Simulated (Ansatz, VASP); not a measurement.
Al in VASP and in Ansatz

File INCAR:

```
PREC     = Accurate       # precision mode
ENCUT    = 520            # plane-wave cutoff, eV
EDIFF    = 1E-6           # SCF threshold, eV
ISMEAR   = -1             # smearing method
SIGMA    = 0.1            # smearing width, eV
LREAL    = False          # projectors in reciprocal space
LASPH    = True           # aspherical terms in the spheres
NELM     = 80             # most SCF steps
ALGO     = Normal         # electronic algorithm
ISIF     = 2              # what is computed and relaxed
LWAVE    = False          # write WAVECAR
LCHARG   = False          # write CHGCAR
GGA      = RE             # functional
NBANDS   = 10             # bands
```

Contents of KPOINTS:

```
Automatic mesh
0
Gamma
  18 18 12
```

Contents of POSCAR:

```
Al
1.0
   -3.3155933869      2.9054381132      1.3780741598
    2.9054381132     -3.3155933869      1.3780741598
    2.4098453590      2.4098453590     -2.1292742949
Al
2
Direct
    0.9895493806      0.0104506194      0.0000000000
    0.7604506194      0.2395493806      0.5000000000
```

Input for Ansatz:

```yaml
crystal:
  lattice:
    - [-3.3155933869, 2.9054381132, 1.3780741598]
    - [2.9054381132, -3.3155933869, 1.3780741598]
    - [2.409845359, 2.409845359, -2.1292742949]
  atoms:
    - { symbol: Al, position: [0.9895493806, 0.0104506194, 0.0] }
    - { symbol: Al, position: [0.7604506194, 0.2395493806, 0.5] }
hamiltonian:
  xc: revpbe
  pseudopotentials:
    kind: paw
    azcp:
      Al: "pseudopotentials/Al.paw.azcp"
basis:
  ecutwfc: 420
  fft_grid_basis: typed
kpoints:
  mp_grid: { grid: [18, 18, 12], shift: [0, 0, 0] }
magnetization:
  spin_polarized: false
scf:
  occupations: { method: fermi_dirac, width: 0.1 }
  lower_state_search: "off"
output:
  stress: true
```

Alike in both runs: task single point; functional revPBE; k mesh 18 × 18 × 12; occupations fermi-dirac, width 0.1 eV; no spin polarisation.

|  | VASP | Ansatz |
| --- | --- | --- |
| version | VASP 6.6.1 | Ansatz 0.2.0 |
| potentials or method | VASP PAW PBE potentials, release 64 (Al), cutoff 520 eV | plane waves (420 eV) with PAW, scalar-relativistic |
| valence electrons in the cell | 6 | 6 |

```csv
,VASP,Ansatz,Ansatz less VASP
pressure (GPa),-0.2,-0.1,+0.14
"traceless stress, the component that is largest in VASP (GPa)",0.09,0.08,-0.008
```

VASP's potentials were made for PBE, not for revPBE.
